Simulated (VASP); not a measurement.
# S (Pm-3m) in VASP: notebook

The runs below take S through single point, relaxation of cell and atoms, with PBE.

Program: VASP 6.6.1. These are calculated values, not measurements. Logs are shortened: lines on timing, memory, paths and dates and some standing lists are left out, and cuts for length are marked.

### 1 The cell of the first run

Symmetry: Pm-3m, No. 221, cubic system. Conventional cell: a = 2.579 Å, b = 2.579 Å, c = 2.579 Å, α = 90.00°, β = 90.00°, γ = 90.00°. Within 3.4 Å of S (site symmetry m-3m) lie 6 S at 2.58 Å.

### 2 Single point, PBE

Input file INCAR:

```
PREC = Accurate
ENCUT = 500
EDIFF = 1E-6
ISMEAR = -1
SIGMA = 0.05
LREAL = False
LASPH = True
NELM = 120
ALGO = Normal
ISIF = 2
LWAVE = False
LCHARG = False
GGA = PE
NBANDS = 9
GGA_COMPAT = False
```

Input file KPOINTS:

```
regular mesh
0
Gamma
  15 15 15
```

Input file POSCAR:

```
S
1.0
    2.5794397044      0.0000000000      0.0000000000
    0.0000000000      2.5794397044      0.0000000000
    0.0000000000      0.0000000000      2.5794397044
S
1
Direct
    0.0000000000      0.0000000000      0.0000000000
```

Potentials or basis: VASP PAW PBE potentials, release 64 (S).

Started as:

```sh
cat potpaw_PBE.64/S/POTCAR > POTCAR
mpirun -np 1 vasp_std > vasp.out
```

OUTCAR:

```text
PREC = Accurate
   ENCUT = 500
   EDIFF = 1E-6
   ISMEAR = -1
   LREAL = False
   LASPH = True
   NELM = 120
   ISIF = 2
   GGA = PE

 ion  position               nearest neighbor table
   1  0.000  0.000  0.000-

  LATTYP: Found a simple cubic cell.
 ALAT       =     2.5794397044

  Lattice vectors:

 A1 = (   2.5794397044,   0.0000000000,   0.0000000000)
 A2 = (   0.0000000000,   2.5794397044,   0.0000000000)
 A3 = (   0.0000000000,   0.0000000000,   2.5794397044)

Analysis of symmetry for initial positions (statically):
=====================================================================
 Subroutine PRICEL returns:
 Original cell was already a primitive cell.

 Routine SETGRP: Setting up the symmetry group for a
 simple cubic supercell.

 Subroutine GETGRP returns: Found 48 space group operations
 (whereof 48 operations were pure point group operations)
 out of a pool of 48 trial point group operations.

The static configuration has the point symmetry O_h .

Analysis of symmetry for dynamics (positions and initial velocities):
=====================================================================
 Subroutine PRICEL returns:
 Original cell was already a primitive cell.

 Routine SETGRP: Setting up the symmetry group for a
 simple cubic supercell.

 Subroutine GETGRP returns: Found 48 space group operations
 (whereof 48 operations were pure point group operations)
 out of a pool of 48 trial point group operations.

The dynamic configuration has the point symmetry O_h .

 Subroutine INISYM returns: Found 48 space group operations
 (whereof 48 operations are pure point group operations),
 and found     1 'primitive' translations

----------------------------------------------------------------------------------------

                                     Primitive cell

  volume of cell :      17.1623

  direct lattice vectors                    reciprocal lattice vectors
     2.579439704  0.000000000  0.000000000     0.387681091  0.000000000  0.000000000
     0.000000000  2.579439704  0.000000000     0.000000000  0.387681091  0.000000000
     0.000000000  0.000000000  2.579439704     0.000000000  0.000000000  0.387681091

  length of vectors
     2.579439704  2.579439704  2.579439704     0.387681091  0.387681091  0.387681091

  position of ions in fractional coordinates (direct lattice)
     0.000000000  0.000000000  0.000000000

  ion indices of the primitive-cell ions
   primitive index   ion index
                 1           1

----------------------------------------------------------------------------------------

 KPOINTS: regular mesh

Automatic generation of k-mesh.
 Grid dimensions read from file:
 generate k-points for:   15   15   15

 Generating k-lattice:

  Cartesian coordinates                     Fractional coordinates (reciprocal lattice)
     0.025845406  0.000000000  0.000000000     0.066666667  0.000000000  0.000000000
     0.000000000  0.025845406  0.000000000     0.000000000  0.066666667  0.000000000
     0.000000000  0.000000000  0.025845406     0.000000000  0.000000000  0.066666667

  Length of vectors
     0.025845406  0.025845406  0.025845406

  Shift w.r.t. Gamma in fractional coordinates (k-lattice)
     0.000000000  0.000000000  0.000000000

 Subroutine IBZKPT returns following result:
 ===========================================

 Found    120 irreducible k-points:

 Following reciprocal coordinates:
            Coordinates               Weight
  0.000000  0.000000  0.000000      1.000000
  0.066667  0.000000  0.000000      6.000000
  0.133333  0.000000  0.000000      6.000000
  0.200000  0.000000  0.000000      6.000000
  0.266667  0.000000  0.000000      6.000000
  0.333333  0.000000  0.000000      6.000000
[... 16 lines left out ...]
  0.266667  0.200000  0.000000     24.000000
  0.333333  0.200000  0.000000     24.000000
 [... further k-points ...]
   k-points           NKPTS =    120   k-points in BZ     NKDIM =    120   number of bands    NBANDS=      9
   number of dos      NEDOS =    301   number of ions     NIONS =      1
   total plane-waves  NPLWV =   8000
   dimension x,y,z NGX =    20 NGY =   20 NGZ =   20
   dimension x,y,z NGXF=    40 NGYF=   40 NGZF=   40
   ions per type =               1
   NGX,Y,Z   is equivalent  to a cutoff of  12.89, 12.89, 12.89 a.u.
   NGXF,Y,Z  is equivalent  to a cutoff of  25.78, 25.78, 25.78 a.u.
 SYSTEM =  unknown system
   PREC   = accura    normal or accurate (medium, high low for compatibility)
   ISTART =      0    job   : 0-new  1-cont  2-samecut
   ICHARG =      2    charge: 1-file 2-atom 10-const
   ISPIN  =      1    spin polarized calculation?
   LNONCOLLINEAR =      F non collinear calculations
   LSORBIT =      F    spin-orbit coupling
   LASPH  =      T    aspherical Exc in radial PAW
   ENCUT  =  500.0 eV  36.75 Ry    6.06 a.u.   4.70  4.70  4.70*2*pi/ulx,y,z
   NELM   =    120;   NELMIN=  2; NELMDL= -5     # of ELM steps
   EDIFF  = 0.1E-05   stopping-criterion for ELM
   LREAL  =      F    real-space projection
   EDIFFG = 0.1E-04   stopping-criterion for IOM
   NSW    =      0    number of steps for IOM
   IBRION =     -1    ionic relax: 0-MD 1-quasi-New 2-CG
   NFREE  =      0    steps in history (QN), initial steepest desc. (CG)
   ISIF   =      2    stress and relaxation
   ISYM   =      2    0-nonsym 1-usesym 2-fastsym
   POTIM  = 0.5000    time-step for ionic-motion
   TEBEG  =    0.0;   TEEND  =   0.0 temperature during run
   PSTRESS=    0.0 pullay stress
   NELECT =       6.0000    total number of electrons
   NUPDOWN=      -1.0000    fix difference up-down
   EMIN   =  10.00;   EMAX   =-10.00  energy-range for DOS
   EFERMI =   0.00;   METHOD = LEGACY
   ISMEAR =    -1;   SIGMA  =   0.05  broadening in eV -4-tet -1-fermi 0-gaus
   EFERMI_NEDOS =   21; number of points for ismear=-14 and -15
   IALGO  =     38    algorithm
   IMIX   =      4    mixing-type and parameters
     AMIX     =   0.40;   BMIX     =  1.00
     AMIX_MAG =   1.60;   BMIX_MAG =  1.00
  volume/ion in A,a.u.               =      17.16       115.82
  Fermi-wavevector in a.u.,A,eV,Ry     =   1.153276  2.179375 18.096364  1.330045
  Thomas-Fermi vector in A             =   2.289921
   LORBIT       =      0    0 simple, 1 ext, 2 COOP (PROOUT), +10 PAW based schemes
   GGA     = PE    functional components
   LHFCALC =     F    Hartree Fock is set to
   AEXX    =    0.0000 exact exchange contribution
   IVDW    =     0    specifies the selected vdW correction
   LEPSILON=     F    determine dielectric tensor
   LRPA    =     F    only Hartree local field effects (RPA)
 non-spin polarized calculation
  energy-cutoff  :      500.00
  volume of cell :       17.16
 maximum number of plane-waves:       461
 NGX is ok and might be reduce to    20
   NGX =  9   NGY =  9   NGZ =  9

 number of electron       5.9999998 magnetization

 Free energy of the ion-electron system (eV)
  ---------------------------------------------------
  ext. energy  EPLUGINS =         0.00000000
  ---------------------------------------------------
  free energy    TOTEN  =        -3.51767759 eV

  energy without entropy =       -3.51323174  energy(sigma->0) =       -3.51545466

 E-fermi :   6.9926     XC(G=0): -10.5686

 val. band max:        6.9884986526   @ k =   0.3333   0.3333   0.2000
 cond. band min:       7.0034441524   @ k =   0.2667   0.1333   0.0667
 fundamental gap:      0.0149454998
 Fermi energy:         6.9925937226

 k-point     1 :       0.0000    0.0000    0.0000
  band No.  band energies     occupation
      1      -9.9864      2.00000
      2       8.4675      0.00000
      3       8.4675      0.00000
      4       8.4675      0.00000
      5      14.3741      0.00000
      6      14.3741      0.00000
      7      17.3281      0.00000
      8      28.6465      0.00000
      9      28.6465      0.00000

 k-point     2 :       0.0667    0.0000    0.0000
  band No.  band energies     occupation
      1      -9.9081      2.00000
      2       7.6848      0.00000
      3       8.5202      0.00000
      4       8.5202      0.00000
      5      14.4412      0.00000
      6      15.0505      0.00000
      7      17.6375      0.00000
      8      27.9990      0.00000
      9      28.0072      0.00000

 k-point     3 :       0.1333    0.0000    0.0000
  band No.  band energies     occupation
      1      -9.6760      2.00000
      2       6.0441      2.00000
      3       8.6738      0.00000
      4       8.6738      0.00000
      5      14.6380      0.00000
      6      16.1353      0.00000
      7      18.7748      0.00000
      8      26.5837      0.00000
      9      26.5837      0.00000

 k-point     4 :       0.2000    0.0000    0.0000
  band No.  band energies     occupation
      1      -9.3004      2.00000
      2       4.2336      2.00000
      3       8.9141      0.00000
      4       8.9141      0.00000
      5      14.9490      0.00000
      6      16.9384      0.00000
      7      20.6259      0.00000
      8      25.0043      0.00000
      9      25.0043      0.00000
[... 205 lines left out ...]
 k-point    22 :       0.2000    0.2000    0.0000
  band No.  band energies     occupation
      1      -8.6162      2.00000
      2       4.5896      2.00000
      3       5.0164      2.00000
      4       9.3500      0.00000
      5      16.5128      0.00000
      6      19.1178      0.00000
      7      20.8072      0.00000
      8      23.4435      0.00000
      9      25.1588      0.00000

 k-point    23 :       0.2667    0.2000    0.0000
  band No.  band energies     occupation
      1      -8.1201      2.00000
      2       3.0695      2.00000
      3       5.2150      2.00000
      4       9.6422      0.00000
      5      16.8890      0.00000
      6      18.0339      0.00000
      7      22.0496      0.00000
      8      23.9864      0.00000
      9      24.3556      0.00000

 k-point    24 :       0.3333    0.2000    0.0000
  band No.  band energies     occupation
      1      -7.5471      2.00000
      2       1.5604      2.00000
      3       5.6311      2.00000
      4       9.9502      0.00000
      5      16.4032      0.00000
      6      17.8324      0.00000
      7      22.7489      0.00000
      8      22.7980      0.00000
      9      25.2929      0.00000

 [... further k-points ...]

------------------------ aborting loop because EDIFF is reached ----------------------------------------

  FORCE on cell =-STRESS in cart. coord.  units (eV):
  Direction    XX          YY          ZZ          XY          YZ          ZX
  --------------------------------------------------------------------------------------
  -------------------------------------------------------------------------------------
  Total       -0.0156227     -0.0156227     -0.0156227     -0.0000000      0.0000000     -0.0000000
  in kB       -1.4584505     -1.4584505     -1.4584505     -0.0000000      0.0000000     -0.0000000
  external PRESSURE =      -1.4584505 kB  Pullay stress =       0.0000000 kB

 VOLUME and BASIS-vectors are now :
 -----------------------------------------------------------------------------
  energy-cutoff  :      500.00
  volume of cell :       17.16
      direct lattice vectors                 reciprocal lattice vectors
     2.579439704  0.000000000  0.000000000     0.387681091  0.000000000  0.000000000
     0.000000000  2.579439704  0.000000000     0.000000000  0.387681091  0.000000000
     0.000000000  0.000000000  2.579439704     0.000000000  0.000000000  0.387681091

 POSITION                                       TOTAL-FORCE (eV/Angst)
 -----------------------------------------------------------------------------------
      0.00000      0.00000      0.00000         0.000000      0.000000      0.000000
 -----------------------------------------------------------------------------------
    total drift:                                0.000000     -0.000000      0.000000

  FREE ENERGIE OF THE ION-ELECTRON SYSTEM (eV)
  ---------------------------------------------------
  free  energy   TOTEN  =        -3.5176775877 eV

  energy  without entropy=       -3.5132317405  energy(sigma->0) =       -3.51545466
```

Run time: 18 s. Hardware: 1 thread of Intel Xeon 8259CL, shared host; peak memory 0.13 GiB.

What came out:

* Free energy: -3.5177 eV
* Pressure: -0.1 GPa
* Band gap on the k mesh: zero (band 3 reaches 9.97 eV, above the bottom of band 4 at 3.30 eV)

### 3 Relaxation of cell and atoms, PBE

This run uses another cell than the first one, of 20.35 Å³/atom, 1.186 times its volume.

Input file INCAR:

```
SYSTEM = S
  PREC = Accurate
  ENCUT = 500
  EDIFF = 1E-7
  ISMEAR = -1
  SIGMA = 0.05
  LREAL = .FALSE.
  LASPH = .TRUE.
  NELM = 120
  ALGO = Normal
  ISIF = 3
  LWAVE = .FALSE.
  LCHARG = .FALSE.
  GGA = PE
  IBRION = 2
  NSW = 50
  EDIFFG = -0.03
  GGA_COMPAT = .FALSE.
  NELMIN = 4
```

Input file KPOINTS:

```
Automatic mesh
0
G
  15 15 15
  0 0 0
```

Input file POSCAR:

```
S
1.0
    2.7300000000      0.0000000000      0.0000000000
    0.0000000000      2.7300000000      0.0000000000
    0.0000000000      0.0000000000      2.7300000000
S
1
Direct
    0.0000000000      0.0000000000      0.0000000000
```

Potentials or basis: VASP PAW PBE potentials, release 64 (S).

Started as:

```sh
cat potpaw_PBE.64/S/POTCAR > POTCAR
mpirun -np 1 vasp_std > vasp.out
```

Run time: 39 s. Hardware: 1 thread of Intel Xeon 8259CL, shared host; peak memory 0.12 GiB.

Results (log left out):

```yaml
Free_energy: -3.5187 eV
Relaxed_volume: 17.13 Å³/atom
Relaxed_cell: a = 2.578 Å, b = 2.578 Å, c = 2.578 Å, α = 90.00°, β = 90.00°, γ = 90.00°
Space_group_after_relaxing_to_0.05_Å: Pm-3m (No. 221)
Energy_gained_by_relaxing: 116.4 meV/atom
Ionic_steps: 3
Pressure_after_relaxing: 0.0 GPa
Band_gap_on_the_k_mesh: zero (band 3 reaches 10.01 eV, above the bottom of band 4 at 3.32 eV)
```

The path:
| step | energy change (eV) | largest force (eV/Å) | pressure (GPa) | volume (Å³) |
| --- | --- | --- | --- | --- |
| 1 | 0.0000 | 0.0000 | -10.00 | 20.35 |
| 2 | -0.1150 | 0.0000 | 1.56 | 16.83 |
| 3 | -0.1164 | 0.0000 | 0.05 | 17.13 |

Final structure:
```
S
1.0
     2.57765    0.00000    0.00000
     0.00000    2.57765    0.00000
     0.00000    0.00000    2.57765
S
1
Direct
  0.00000 0.00000 0.00000
```

Levels at points of the mesh, in eV from the Fermi level:
| k point | band 1 | band 2 | band 3 | band 4 | band 5 | band 6 | band 7 |
| --- | --- | --- | --- | --- | --- | --- | --- |
| (0.00, 0.00, 0.00) | -17.00 | 1.48 | 1.48 | 1.48 | 7.37 | 7.37 | 10.35 |

Caveat: the volume moved by over 15 % at a fixed basis, so the end points are rough.
